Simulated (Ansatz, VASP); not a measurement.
LiF in VASP and in Ansatz

```
CELL_PARAMETERS angstrom
2.97978 0.00000 0.00000
-1.48989 2.58057 0.00000
0.00000 0.00000 4.96312
ATOMIC_POSITIONS crystal
Li 0.33333 0.66667 0.38107
Li 0.66667 0.33333 0.88107
F 0.33333 0.66667 0.99393
F 0.66667 0.33333 0.49393
```

Alike in both runs: task single point; functional PBE; k mesh 9 × 9 × 6; occupations gaussian, width 0.05 eV; no spin polarisation.

|  | VASP | Ansatz |
| --- | --- | --- |
| version | VASP 6.6.1 | Ansatz 0.2.0 |
| potentials or method | VASP PAW PBE potentials, release 64 (Li_sv, F), cutoff 520 eV | scalar-relativistic, plane waves, PAW |
| valence electrons in the cell | 20 | 20 |

```csv
,VASP,Ansatz,Ansatz less VASP
gap on the k mesh at the Fermi level (eV),8.09,8.10,+0.014
least direct gap on the mesh (eV),8.09,8.10,+0.014
rms of the force components (eV/Å),0.137,0.129,-0.0074
```

Atom by atom the forces differ by 0.007 eV/Å (rms over components). With one functional, cell and mesh, what is left measures potentials, basis and numerics.

Noted on VASP's run: the cutoff is short for stress, so the pressure is rough.
